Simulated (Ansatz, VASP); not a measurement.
## One calculation of MgO, two programs

POSCAR

```
MgO
1.0
    0.0000000000      2.2820056624      2.3354045949
    2.2820056624      0.0000000000      2.3354045949
    2.2820056624      2.2820056624      0.0000000000
Mg O
1 1
Direct
    0.0000000000      0.0000000000      0.0000000000
    0.2500000000      0.2500000000      0.2500000000
```

The input INCAR.step1:

```
SYSTEM = MgO
  PREC = Accurate
  ENCUT = 520
  EDIFF = 1E-5
  ISMEAR = 0
  SIGMA = 0.01
  LREAL = .FALSE.
  LASPH = .TRUE.
  NELM = 100
  ALGO = Normal
  ISIF = 2
  LWAVE = .TRUE.
  GGA = PE
  NBANDS = 11
```

File INCAR.step2:

```
SYSTEM = MgO
  PREC = Accurate
  ENCUT = 520
  EDIFF = 1E-6
  ISMEAR = 0
  SIGMA = 0.01
  LREAL = .FALSE.
  LASPH = .TRUE.
  NELM = 100
  ALGO = Normal
  ISIF = 2
  LWAVE = .FALSE.
  LCHARG = .TRUE.
  GGA = PE
  LHFCALC = .TRUE.
  HFSCREEN = 0.2079
  PRECFOCK = Normal
  LELF = .TRUE.
  LVHAR = .TRUE.
  ISTART = 1
  NBANDS = 11
```

The input KPOINTS:

```
regular mesh
0
G
  6 6 6
  0 0 0
```

Input for Ansatz:

```yaml
crystal:
  lattice:
    - [0.0, 2.2820056624, 2.3354045949]
    - [2.2820056624, 0.0, 2.3354045949]
    - [2.2820056624, 2.2820056624, 0.0]
  atoms:
    - { symbol: Mg, position: [0.0, 0.0, 0.0] }
    - { symbol: O, position: [0.25, 0.25, 0.25] }
kpoints:
  mp_grid: { grid: [6, 6, 6] }
  band_path:
    path:
      - [0.0, 0.0, 0.0]
      - [-0.5, -0.5, 0.0]
      - [-0.375, -0.375, 0.25]
      - [-0.375, 0.0, 0.375]
      - [0.0, 0.0, 0.5]
      - [-0.5, -0.25, 0.25]
    npoints: 1
hamiltonian:
  xc: hse06
scf:
  occupations: { method: fixed }
  n_extra_bands: 4
output:
  forces: true
  stress: true
  eigenvalues: true
```

Change from the starting cell: uniaxial_z strain +2.3%.

Alike in both runs: task single point; functional HSE06; k mesh 6 × 6 × 6; no spin polarisation.

|  | VASP | Ansatz |
| --- | --- | --- |
| version | VASP 6.6.1 | Ansatz 0.2.0 |
| potentials or method | VASP PAW PBE potentials, release 64 (Mg, O) | plane waves, PAW |
| plane-wave cutoff (eV) | 520 | 420 |
| occupations | gaussian, width 0.01 eV | fixed |
| valence electrons in the cell | 8 | 16 |

```tsv
	VASP	Ansatz	Ansatz less VASP
gap on the k mesh at the Fermi level (eV)	5.08	5.10	+0.028
pressure (GPa)	-3.0	-2.8	+0.12
traceless stress, the component that is largest in VASP (GPa)	-0.82	-0.82	-0.001
```

VASP's potentials hold 8 valence electrons a cell and Ansatz's 16, so a difference there can come from the potentials and not from the codes. Ansatz's warnings: stress exchange threshold loose, stress scf threshold loose.
